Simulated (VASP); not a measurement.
A run of VASP 6.6.1 is set up as follows.

Contents of INCAR:

```
SYSTEM = C
  PREC = Accurate
  ENCUT = 520
  EDIFF = 1E-6
  ISMEAR = 0
  SIGMA = 0.05
  LREAL = .False.
  LASPH = .True.
  NELM = 60
  ALGO = Normal
  ISIF = 2
  LWAVE = .False.
  LCHARG = .False.
  NBANDS = 11
```

Contents of KPOINTS:

```
regular mesh
0
Gamma
  12 12 12
  0 0 0
```

File POSCAR:

```
C
1.0
    0.0000000000      1.6824554827      1.8981462755
    1.6824554827      0.0000000000      1.8981462755
    1.6824554827      1.6824554827      0.0000000000
C
2
Direct
    0.5000000000      0.5000000000      0.5000000000
    0.7500000000      0.7500000000      0.7500000000
```

Potentials or basis: VASP PAW LDA potentials, release 64 (C).

Run with:

```bash
$ cat potpaw_LDA.64/C/POTCAR > POTCAR
$ mpirun -np 1 vasp_std > vasp.out
```

(1) Predict the pressure.

(2) Predict the band gap on the k mesh.

## Answers

(1) 14.0 GPa.

(2) 2.70 eV, indirect (least direct gap 4.62 eV).
